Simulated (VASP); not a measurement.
## Al: relaxation of cell and atoms with PBEsol

The system is Al.

```
CELL_PARAMETERS angstrom
2.82708 0.00000 0.00000
-1.41354 2.44832 0.00000
0.00000 0.00000 9.18599
ATOMIC_POSITIONS crystal
Al 0.00000 0.00000 0.00000
Al 0.33333 0.66667 0.25000
Al 0.00000 0.00000 0.50000
Al 0.66667 0.33333 0.75000
```

| Property | Result |
| --- | --- |
| Program | VASP 6.6.1 |
| Task | relaxation of cell and atoms |
| Functional | PBEsol |
| Potentials or basis | VASP PAW PBE potentials, release 64 (Al) |
| Cutoff | 600 eV |
| k mesh | 9 × 9 × 3 |
| Occupations | methfessel-paxton, width 0.1 eV |
| Spin | no spin polarisation |
| Dipole correction | no |
| Further INCAR settings | ALGO = Normal; EDIFF = 1e-06; IBRION = 2; EDIFFG = -0.01; NSW = 80; ISIF = 3 |

The relaxed volume is 16.23 Å³/atom, the relaxed cell is a = 2.824 Å, b = 2.824 Å, c = 9.397 Å, α = 90.00°, β = 90.00°, γ = 120.00° and the space group after relaxing (to 0.05 Å) is P6_3/mmc (No. 194). The energy gained by relaxing is 4.7 meV/atom. The ionic steps are 5, the pressure after relaxing is 0.0 GPa and the band gap on the k mesh is zero (band 6 reaches 11.84 eV, above the bottom of band 7 at 6.82 eV).

Stress tensor (GPa, compression positive):
```
 0.10  0.00  0.00
 0.00  0.10  0.00
 0.00  0.00 -0.07
```

The path:
| step | energy change (eV) | largest force (eV/Å) | pressure (GPa) | volume (Å³) |
| --- | --- | --- | --- | --- |
| 1 | 0.0000 | 0.0000 | 1.59 | 63.58 |
| 2 | -0.0181 | 0.0000 | -0.13 | 65.03 |
| 3 | -0.0183 | 0.0000 | -0.36 | 65.23 |
| 4 | -0.0183 | 0.0000 | -0.33 | 65.19 |
| 5 | -0.0188 | 0.0000 | 0.04 | 64.92 |

Final structure:
```yaml
crystal:
  lattice:
    - [2.82441, 0.00000, 0.00000]
    - [-1.41221, 2.44602, 0.00000]
    - [0.00000, 0.00000, 9.39719]
  atoms:
    - { symbol: Al, position: [0.00000, 0.00000, 0.00000] }
    - { symbol: Al, position: [0.33333, 0.66667, 0.25000] }
    - { symbol: Al, position: [0.00000, 0.00000, 0.50000] }
    - { symbol: Al, position: [0.66667, 0.33333, 0.75000] }
```

Levels at points of the mesh, in eV from the Fermi level:
| k point | band 3 | band 4 | band 5 | band 6 | band 7 | band 8 |
| --- | --- | --- | --- | --- | --- | --- |
| (0.00, 0.00, 0.00) | -9.49 | -4.67 | -4.54 | 3.20 | 3.21 | 11.15 |

Run time: 17 s on 1 thread of Intel(R) Xeon(R) 6975P-C (Granite Rapids) (shared host), peak memory 0.2 GiB.

Caveat: the PAW data sets were made with another functional, which shifts forces and pressure a little.
